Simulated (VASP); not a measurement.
A run of VASP 6.6.1 is set up as follows.

Contents of INCAR:

```
PREC     = Accurate       # precision mode
ENCUT    = 520            # plane-wave cutoff, eV
EDIFF    = 1E-7           # SCF threshold, eV
ISMEAR   = 0              # smearing method
SIGMA    = 0.1            # smearing width, eV
LREAL    = False          # projectors in reciprocal space
LASPH    = True           # aspherical terms in the spheres
NELM     = 60             # most SCF steps
ALGO     = Normal         # electronic algorithm
ISIF     = 2              # what is computed and relaxed
LWAVE    = False          # write WAVECAR
LCHARG   = False          # write CHGCAR
GGA      = PE             # functional
IVDW     = 12             # dispersion correction
NBANDS   = 14             # bands
```

KPOINTS

```
regular mesh
0
Gamma
  14 14 14
```

File POSCAR:

```
AlNi
1.0
    2.8574230045      0.0000000000      0.0000000000
    0.0000000000      2.8574230045      0.0000000000
    0.0000000000      0.0000000000      2.8574230045
Al Ni
1 1
Direct
    0.0000000000      0.0000000000      0.0000000000
    0.5000000000      0.5000000000      0.5000000000
```

Potentials or basis: VASP PAW PBE potentials, release 64 (Al, Ni).

Run with:

```sh
$ cat potpaw_PBE.64/Al/POTCAR potpaw_PBE.64/Ni/POTCAR > POTCAR
$ mpirun -np 1 vasp_std > vasp.out
```

Question: Estimate the pressure.

Answer: 0.0 GPa.

Question: Estimate the dispersion energy per atom.

Answer: -0.454 eV.

Caveat: pairwise dispersion overbinds metals, which lowers pressure and volume. Spin polarisation is off, so any magnetic state and its effect on volume and gap are missing.
